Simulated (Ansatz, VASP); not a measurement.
Two plane-wave programs on Ti

INCAR

```
SYSTEM = Ti
PREC     = Accurate       ! precision mode
ENCUT    = 520            ! plane-wave cutoff, eV
EDIFF    = 1E-7           ! SCF threshold, eV
ISMEAR   = 0              ! smearing method
SIGMA    = 0.1            ! smearing width, eV
LREAL    = .False.        ! projectors in reciprocal space
LASPH    = .True.         ! aspherical terms in the spheres
NELM     = 60             ! most SCF steps
ALGO     = Normal         ! electronic algorithm
ISIF     = 2              ! what is computed and relaxed
LWAVE    = .False.        ! write WAVECAR
LCHARG   = .False.        ! write CHGCAR
GGA      = CA             ! functional
NBANDS   = 12             ! bands
```

The input KPOINTS:

```
Automatic mesh
0
Gamma
  8 8 8
  0 0 0
```

The input POSCAR:

```
Ti
1.0
   -1.5875996537      1.5875996537      1.5875996537
    1.5875996537     -1.5875996537      1.5875996537
    1.5875996537      1.5875996537     -1.5875996537
Ti
1
Direct
    0.0000000000      0.0000000000      0.0000000000
```

Input for Ansatz:

```yaml
crystal:
  lattice:
    - [-1.5875996536701702, 1.5875996536701704, 1.5875996536701709]
    - [1.5875996536701702, -1.5875996536701704, 1.5875996536701693]
    - [1.5875996536701702, 1.5875996536701704, -1.5875996536701709]
  atoms:
    - { symbol: Ti, position: [1.0737253816671043e-34, -6.13187579782998e-34, -1.1157826442647845e-33] }
basis:
  ecutwfc: 470.0
kpoints:
  mp_grid:
    grid: [8, 8, 8]
hamiltonian:
  xc: lda
scf:
  occupations:
    method: gaussian
output:
  forces: true
  stress: true
```

Alike in both runs: task single point; functional LDA; k mesh 8 × 8 × 8; no spin polarisation.

```csv
,VASP,Ansatz
version,VASP 6.6.1,Ansatz 0.2.0
potentials or method,"VASP PAW LDA potentials, release 64 (Ti_sv), cutoff 520 eV","plane waves, PAW"
occupations,"gaussian, width 0.1 eV",gaussian
valence electrons in the cell,12,12
```

```csv
,VASP,Ansatz,Ansatz less VASP
pressure (GPa),-1.0,-0.9,+0.12
```

LDA's correlation is that of Perdew and Zunger in VASP and of Perdew and Wang (1992) in Ansatz.
